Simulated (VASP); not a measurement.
BP:

```
P B
1.0
     0.00000    2.29886    2.29886
     2.29886    0.00000    2.29886
     2.29886    2.29886    0.00000
P B
1 1
Cartesian
  3.4483 3.4483 3.4483
  0.0000 0.0000 0.0000
```

This cell differs from its parent crystal: volume scaled by 1.04.

Program: VASP 6.6.1. Alike in all runs: task single point; potentials or basis VASP PAW PBE potentials, release 64 (P, B); no spin polarisation; cell as given; cutoff (eV) 520; smearing fermi-dirac 0.05 eV.

Task: Order these runs on this cell by their band gap on the k mesh, lowest first.
A. level r2SCAN0; k mesh 5 × 5 × 5; grid for exact exchange (PRECFOCK) Normal
B. level BHLYP; k mesh 5 × 5 × 5; grid for exact exchange (PRECFOCK) Normal
C. level BLYP+D3(BJ); k mesh 10 × 10 × 10
D. level PBEsol; k mesh 10 × 10 × 10
E. level PBEsol-based global hybrid; k mesh 5 × 5 × 5; grid for exact exchange (PRECFOCK) Normal; share of exact exchange 0.25

Result: D (1.18 eV), C (1.58 eV), E (2.69 eV), A (2.87 eV), B (4.70 eV).

Caveats: some runs use coarse meshes.

A k mesh can miss the band edges, odd and even meshes differently.
